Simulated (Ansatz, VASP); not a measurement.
**V: VASP beside Ansatz**

Contents of INCAR:

```
PREC     = Accurate       # precision mode
ENCUT    = 520            # plane-wave cutoff, eV
EDIFF    = 1E-6           # SCF threshold, eV
ISMEAR   = -1             # smearing method
SIGMA    = 0.1            # smearing width, eV
LREAL    = F              # projectors in reciprocal space
LASPH    = T              # aspherical terms in the spheres
NELM     = 80             # most SCF steps
ALGO     = Normal         # electronic algorithm
ISIF     = 2              # what is computed and relaxed
LWAVE    = F              # write WAVECAR
LCHARG   = T              # write CHGCAR
LELF     = T              # ELF
LVHAR    = T            
NBANDS   = 20             # bands
```

File KPOINTS:

```
regular mesh
0
Gamma
  17 17 14
```

POSCAR

```
V
1.0
   -3.1040317289      3.1040081441      1.1738889295
    3.1040081441     -3.1040317289      1.1738889295
    1.7424501971      1.7424501971     -1.1739321251
V
2
Direct
    0.0000074908      0.9999925092      1.0000000000
    0.7499925092      0.2500074908      0.5000000000
```

Input for Ansatz:

```yaml
crystal:
  lattice:
    - [-3.1040317289, 3.1040081441, 1.1738889295]
    - [3.1040081441, -3.1040317289, 1.1738889295]
    - [1.7424501971, 1.7424501971, -1.1739321251]
  atoms:
    - { symbol: V, position: [7.4908e-06, 0.9999925092, 1.0] }
    - { symbol: V, position: [0.7499925092, 0.2500074908, 0.5] }
hamiltonian:
  xc: lda
  pseudopotentials:
    kind: paw
    azcp:
      V: "pseudopotentials/V.paw.azcp"
basis:
  ecutwfc: 420
  fft_grid_basis: typed
kpoints:
  mp_grid: { grid: [17, 17, 14], shift: [0, 0, 0] }
magnetization:
  spin_polarized: false
scf:
  occupations: { method: fermi_dirac, width: 0.1 }
  lower_state_search: "off"
output:
  stress: true
  write_density: true
  write_potential: true
  elf: true
  volumetric_format: npy
```

Alike in both runs: task single point; functional LDA; k mesh 17 × 17 × 14; occupations fermi-dirac, width 0.1 eV; no spin polarisation.

```csv
,VASP,Ansatz
version,VASP 6.6.1,Ansatz 0.2.0
potentials or method,"VASP PAW LDA potentials, release 64 (V_sv), cutoff 520 eV","plane waves (420 eV) with PAW, scalar-relativistic"
valence electrons in the cell,26,26
```

```tsv
	VASP	Ansatz	Ansatz less VASP
pressure (GPa)	0.6	0.0	-0.62
traceless stress, the component that is largest in VASP (GPa)	0.78	0.48	-0.300
```

Ansatz warns that its potentials were made for another functional, while VASP's fit it. LDA's correlation is that of Perdew and Zunger in VASP and of Perdew and Wang (1992) in Ansatz.
